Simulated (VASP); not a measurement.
# C in VASP: single point with PBEsol

Aim: the single point of C with PBEsol.

All numbers are computed with VASP 6.6.1; they aren't measurements. Logs are shortened: lines on timing, memory, paths and dates and some standing lists are left out, and cuts for length are marked.

## (1) The cell of the first run

The cell holds a slab with vacuum, 2 atoms: a = 2.459 Å, b = 2.459 Å, c = 21.165 Å, α = 90.00°, β = 90.00°, γ = 120.00°.

## (2) Single point, PBEsol

The input, INCAR:

```
SYSTEM = C
PREC = Accurate ; ENCUT = 520
EDIFF = 1E-6 ; ISMEAR = 0
SIGMA = 0.04 ; LREAL = .FALSE.
LASPH = .TRUE. ; NELM = 120
ALGO = Normal ; ISIF = 2
LWAVE = .FALSE. ; LCHARG = .TRUE.
LDIPOL = .TRUE. ; IDIPOL = 3
DIPOL = 0.5 0.5 0.676 ; GGA = PS
LELF = .TRUE. ; LVHAR = .TRUE.
LVACPOTAV = .TRUE. ; NBANDS = 11
GGA_COMPAT = .FALSE. ; NELMDL = -8
```

The input, KPOINTS:

```
Automatic mesh
0
G
  15 15 1
  0 0 0
```

The input, POSCAR:

```
C
1.0
    2.4586883694      0.0000000000      0.0000000000
   -1.2293441847      2.1292865879      0.0000000000
    0.0000000000      0.0000000000     21.1645711639
C
2
Direct
    1.0000000000      0.0000000000      0.6763132391
    0.3333333333      0.6666666667      0.6763132000
```

Potentials or basis: VASP PAW PBE potentials, release 64 (C).

Launch:

```sh
> cat potpaw_PBE.64/C/POTCAR > POTCAR
> mpirun -np 1 vasp_std > vasp.out
```

OUTCAR:

```text
SYSTEM = C
   PREC = Accurate
   ENCUT = 520
   EDIFF = 1E-6
   ISMEAR = 0
   LREAL = .FALSE.
   LASPH = .TRUE.
   NELM = 120
   ISIF = 2
   GGA = PS
   NELMDL = -8

 ion  position               nearest neighbor table
   1  0.000  0.000  0.676-   2 1.42   2 1.42   2 1.42
   2  0.333  0.667  0.676-   1 1.42   1 1.42   1 1.42

  LATTYP: Found a hexagonal cell.
 ALAT       =     2.4586883694
 C/A-ratio  =     8.6080738931

  Lattice vectors:

 A1 = (   2.4586883694,   0.0000000000,   0.0000000000)
 A2 = (  -1.2293441847,   2.1292865879,   0.0000000000)
 A3 = (   0.0000000000,   0.0000000000,  21.1645711639)

Analysis of symmetry for initial positions (statically):
=====================================================================
 Subroutine PRICEL returns:
 Original cell was already a primitive cell.

 Routine SETGRP: Setting up the symmetry group for a
 hexagonal supercell.

 Subroutine GETGRP returns: Found 24 space group operations
 (whereof  6 operations were pure point group operations)
 out of a pool of 24 trial point group operations.

The static configuration has the point symmetry C_3v.
 The point group associated with its full space group is D_6h.

Analysis of symmetry for dynamics (positions and initial velocities):
=====================================================================
 Subroutine PRICEL returns:
 Original cell was already a primitive cell.

 Routine SETGRP: Setting up the symmetry group for a
 hexagonal supercell.

 Subroutine GETGRP returns: Found 24 space group operations
 (whereof  6 operations were pure point group operations)
 out of a pool of 24 trial point group operations.

The dynamic configuration has the point symmetry C_3v.
 The point group associated with its full space group is D_6h.

 Subroutine INISYM returns: Found 24 space group operations
 (whereof  6 operations are pure point group operations),
 and found     1 'primitive' translations

----------------------------------------------------------------------------------------

                                     Primitive cell

  volume of cell :     110.8019

  direct lattice vectors                    reciprocal lattice vectors
     2.458688369  0.000000000  0.000000000     0.406720922  0.234820434  0.000000000
    -1.229344185  2.129286588  0.000000000     0.000000000  0.469640867  0.000000000
     0.000000000  0.000000000 21.164571164     0.000000000  0.000000000  0.047248772

  length of vectors
     2.458688369  2.458688369 21.164571164     0.469640867  0.469640867  0.047248772

  position of ions in fractional coordinates (direct lattice)
     0.000000000  0.000000000  0.676313239
     0.333333333  0.666666667  0.676313200

  ion indices of the primitive-cell ions
   primitive index   ion index
                 1           1
                 2           2

----------------------------------------------------------------------------------------

 KPOINTS: Automatic mesh

Automatic generation of k-mesh.
 Grid dimensions read from file:
 generate k-points for:   15   15    1

 Generating k-lattice:

  Cartesian coordinates                     Fractional coordinates (reciprocal lattice)
     0.027114728  0.015654696  0.000000000     0.066666667  0.000000000  0.000000000
     0.000000000  0.031309391  0.000000000     0.000000000  0.066666667  0.000000000
     0.000000000  0.000000000  0.047248772     0.000000000  0.000000000  1.000000000

  Length of vectors
     0.031309391  0.031309391  0.047248772

  Shift w.r.t. Gamma in fractional coordinates (k-lattice)
     0.000000000  0.000000000  0.000000000

 Subroutine IBZKPT returns following result:
 ===========================================

 Found     27 irreducible k-points:

 Following reciprocal coordinates:
            Coordinates               Weight
  0.000000  0.000000  0.000000      1.000000
  0.066667 -0.000000  0.000000      6.000000
  0.133333 -0.000000  0.000000      6.000000
  0.200000  0.000000  0.000000      6.000000
  0.266667 -0.000000  0.000000      6.000000
  0.333333  0.000000  0.000000      6.000000
[... 16 lines left out ...]
  0.333333  0.200000  0.000000     12.000000
  0.400000  0.200000  0.000000      6.000000
 [... further k-points ...]
   k-points           NKPTS =     27   k-points in BZ     NKDIM =     27   number of bands    NBANDS=     11
   number of dos      NEDOS =    301   number of ions     NIONS =      2
   total plane-waves  NPLWV =  51840
   dimension x,y,z NGX =    18 NGY =   18 NGZ =  160
   dimension x,y,z NGXF=    36 NGYF=   36 NGZF=  320
   ions per type =               2
   NGX,Y,Z   is equivalent  to a cutoff of  12.17, 12.17, 12.57 a.u.
   NGXF,Y,Z  is equivalent  to a cutoff of  24.34, 24.34, 25.14 a.u.
 SYSTEM =  C
   PREC   = accura    normal or accurate (medium, high low for compatibility)
   ISTART =      0    job   : 0-new  1-cont  2-samecut
   ICHARG =      2    charge: 1-file 2-atom 10-const
   ISPIN  =      1    spin polarized calculation?
   LNONCOLLINEAR =      F non collinear calculations
   LSORBIT =      F    spin-orbit coupling
   LASPH  =      T    aspherical Exc in radial PAW
   ENCUT  =  520.0 eV  38.22 Ry    6.18 a.u.   4.57  4.57 39.35*2*pi/ulx,y,z
   NELM   =    120;   NELMIN=  2; NELMDL= -8     # of ELM steps
   EDIFF  = 0.1E-05   stopping-criterion for ELM
   LREAL  =      F    real-space projection
   EDIFFG = 0.1E-04   stopping-criterion for IOM
   NSW    =      0    number of steps for IOM
   IBRION =     -1    ionic relax: 0-MD 1-quasi-New 2-CG
   NFREE  =      0    steps in history (QN), initial steepest desc. (CG)
   ISIF   =      2    stress and relaxation
   ISYM   =      2    0-nonsym 1-usesym 2-fastsym
   POTIM  = 0.5000    time-step for ionic-motion
   TEBEG  =    0.0;   TEEND  =   0.0 temperature during run
   PSTRESS=    0.0 pullay stress
   NELECT =       8.0000    total number of electrons
   NUPDOWN=      -1.0000    fix difference up-down
   EMIN   =  10.00;   EMAX   =-10.00  energy-range for DOS
   EFERMI =   0.00;   METHOD = LEGACY
   ISMEAR =     0;   SIGMA  =   0.04  broadening in eV -4-tet -1-fermi 0-gaus
   EFERMI_NEDOS =   21; number of points for ismear=-14 and -15
   IALGO  =     38    algorithm
   IMIX   =      4    mixing-type and parameters
     AMIX     =   0.40;   BMIX     =  1.00
     AMIX_MAG =   1.60;   BMIX_MAG =  1.00
  volume/ion in A,a.u.               =      55.40       373.86
  Fermi-wavevector in a.u.,A,eV,Ry     =   0.681693  1.288214  6.322709  0.464706
  Thomas-Fermi vector in A             =   1.760550
   LORBIT       =      0    0 simple, 1 ext, 2 COOP (PROOUT), +10 PAW based schemes
   GGA     = PS    functional components
   LHFCALC =     F    Hartree Fock is set to
   AEXX    =    0.0000 exact exchange contribution
   IVDW    =     0    specifies the selected vdW correction
   LEPSILON=     F    determine dielectric tensor
   LRPA    =     F    only Hartree local field effects (RPA)
 non-spin polarized calculation
 Gauss-broadening in eV      SIGMA  =   0.04
  energy-cutoff  :      520.00
  volume of cell :      110.80
 maximum number of plane-waves:      3030
   NGX =  9   NGY =  9   NGZ = 79

 dipolmoment           0.000000      0.000000      0.000000 electrons x Angstroem

 number of electron       7.9999998 magnetization

 dipolmoment           0.000000      0.000000     -0.000001 electrons x Angstroem

 Free energy of the ion-electron system (eV)
  ---------------------------------------------------
  ext. energy  EPLUGINS =         0.00000000
  ---------------------------------------------------
  free energy    TOTEN  =       -19.28063096 eV

  energy without entropy =      -19.28022976  energy(sigma->0) =      -19.28043036

 E-fermi :  -2.8768     XC(G=0):  -2.0712

 val. band max:       -2.8768439727   @ k =   0.3333   0.3333   0.0000
 cond. band min:      -2.8768439698   @ k =   0.3333   0.3333   0.0000
 fundamental gap:      0.0000000029
 Fermi energy:        -2.8768439712

 k-point     1 :       0.0000    0.0000    0.0000
  band No.  band energies     occupation
      1     -22.4325      2.00000
      2     -10.5857      2.00000
      3      -5.8797      2.00000
      4      -5.8797      2.00000
      5       0.5043      0.00000
      6       1.3048      0.00000
      7       1.4680      0.00000
      8       2.3502      0.00000
      9       2.7544      0.00000
     10       4.2296      0.00000
     11       4.7569      0.00000

 k-point     2 :       0.0667   -0.0000    0.0000
  band No.  band energies     occupation
      1     -22.3269      2.00000
      2     -10.4590      2.00000
      3      -6.3053      2.00000
      4      -6.1058      2.00000
      5       0.6473      0.00000
      6       1.4502      0.00000
      7       1.6151      0.00000
      8       2.4961      0.00000
      9       2.8999      0.00000
     10       4.3741      0.00000
     11       4.8972      0.00000

 k-point     3 :       0.1333   -0.0000    0.0000
  band No.  band energies     occupation
      1     -22.0107      2.00000
      2     -10.0810      2.00000
      3      -7.4369      2.00000
      4      -6.6779      2.00000
      5       1.0765      0.00000
      6       1.8860      0.00000
      7       2.0565      0.00000
      8       2.9334      0.00000
      9       3.3361      0.00000
     10       4.8068      0.00000
     11       5.2968      0.00000
[... 267 lines left out ...]
 k-point    23 :       0.3333    0.2000    0.0000
  band No.  band energies     occupation
      1     -17.4702      2.00000
      2     -14.5215      2.00000
      3     -11.6257      2.00000
      4      -5.0512      2.00000
      5      -0.8304      0.00000
      6       7.4155      0.00000
      7       7.9191      0.00000
      8       8.0902      0.00000
      9       8.6755      0.00000
     10       9.1443      0.00000
     11       9.8641      0.00000

 k-point    24 :       0.4000    0.2000    0.0000
  band No.  band energies     occupation
      1     -16.5099      2.00000
      2     -15.5938      2.00000
      3     -11.7573      2.00000
      4      -4.3914      2.00000
      5      -1.5801      0.00000
      6       8.0128      0.00000
      7       8.4314      0.00000
      8       9.1668      0.00000
      9       9.3782      0.00000
     10      10.4494      0.00000
     11      10.7229      0.00000

 [... further k-points ...]

------------------------ aborting loop because EDIFF is reached ----------------------------------------

  FORCE on cell =-STRESS in cart. coord.  units (eV):
  Direction    XX          YY          ZZ          XY          YZ          ZX
  --------------------------------------------------------------------------------------
  -------------------------------------------------------------------------------------
  Total        0.1249296      0.1249296     -0.0101594      0.0000000      0.0000000      0.0000000
  in kB        1.8064620      1.8064620     -0.1469031      0.0000000      0.0000000      0.0000000
  external PRESSURE =       1.1553403 kB  Pullay stress =       0.0000000 kB

 VOLUME and BASIS-vectors are now :
 -----------------------------------------------------------------------------
  energy-cutoff  :      520.00
  volume of cell :      110.80
      direct lattice vectors                 reciprocal lattice vectors
     2.458688369  0.000000000  0.000000000     0.406720922  0.234820434  0.000000000
    -1.229344185  2.129286588  0.000000000     0.000000000  0.469640867  0.000000000
     0.000000000  0.000000000 21.164571164     0.000000000  0.000000000  0.047248772

 POSITION                                       TOTAL-FORCE (eV/Angst)
 -----------------------------------------------------------------------------------
      0.00000      0.00000     14.31388         0.000000     -0.000000      0.000000
     -0.00000      1.41952     14.31388        -0.000000      0.000000     -0.000000
 -----------------------------------------------------------------------------------
    total drift:                                0.000000     -0.000000      0.000340

  FREE ENERGIE OF THE ION-ELECTRON SYSTEM (eV)
  ---------------------------------------------------
  free  energy   TOTEN  =       -19.2806309615 eV

  energy  without entropy=      -19.2802297600  energy(sigma->0) =      -19.28043036

 vacuum level on the upper side and lower side of the slab         1.429         1.429
```

Wall time 45 s (1 thread of AMD EPYC 7R43 (Zen 3), shared host); peak memory 0.17 GiB.

Results:

```yaml
Free_energy: -19.2806 eV
Band_gap_on_the_k_mesh: zero (filled and empty bands touch)
```

Caveat: the PAW data sets were made with another functional, which shifts forces and pressure a little.
